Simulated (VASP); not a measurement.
A run of VASP 6.6.1:

File INCAR:

```
PREC     = Accurate       # precision mode
ENCUT    = 520            # plane-wave cutoff, eV
EDIFF    = 1E-6           # SCF threshold, eV
ISMEAR   = 0              # smearing method
SIGMA    = 0.02           # smearing width, eV
LREAL    = F              # projectors in reciprocal space
LASPH    = T              # aspherical terms in the spheres
NELM     = 80             # most SCF steps
ALGO     = Normal         # electronic algorithm
ISIF     = 2              # what is computed and relaxed
LWAVE    = F              # write WAVECAR
LCHARG   = F              # write CHGCAR
GGA      = PE             # functional
NBANDS   = 26             # bands
```

Contents of KPOINTS:

```
Automatic mesh
0
Gamma
  6 8 8
```

File POSCAR:

```
Li3Si2N3
1.0
    4.5449865653      0.0033168692     -0.0148698976
    1.5632700468      4.3161723722     -0.0127435192
    1.6536441952      1.5953217820      4.0042213728
Li Si N
3 2 3
Direct
    0.9012468473      0.4144794074      0.3872637810
    0.2880684545      0.6606590402      0.4722440725
    0.8355830643      0.8184472911      0.8239465530
    0.2647203878      0.0808923469      0.8734847299
    0.5252926928      0.3020760077      0.0980465347
    0.9006438913      0.3572884378      0.8318548513
    0.5531708308      0.1897944837      0.5004554189
    0.2312768611      0.6763639850      0.0127000290
```

Potentials or basis: VASP PAW PBE potentials, release 64 (Li_sv, Si, N).

The run is started by

```bash
$ cat potpaw_PBE.64/Li_sv/POTCAR potpaw_PBE.64/Si/POTCAR potpaw_PBE.64/N/POTCAR > POTCAR
$ mpirun -np 1 vasp_std > vasp.out
```

Hardware: 1 thread of Intel(R) Xeon(R) 6975P-C (Granite Rapids), with other jobs on the host.

**Question.** Estimate the wall time of this run.

**Answer.** Run time: 2.3 min on 1 thread of Intel(R) Xeon(R) 6975P-C (Granite Rapids), on a shared host, peak memory 0.42 GiB. Counts: scf iterations 14, k points 196.
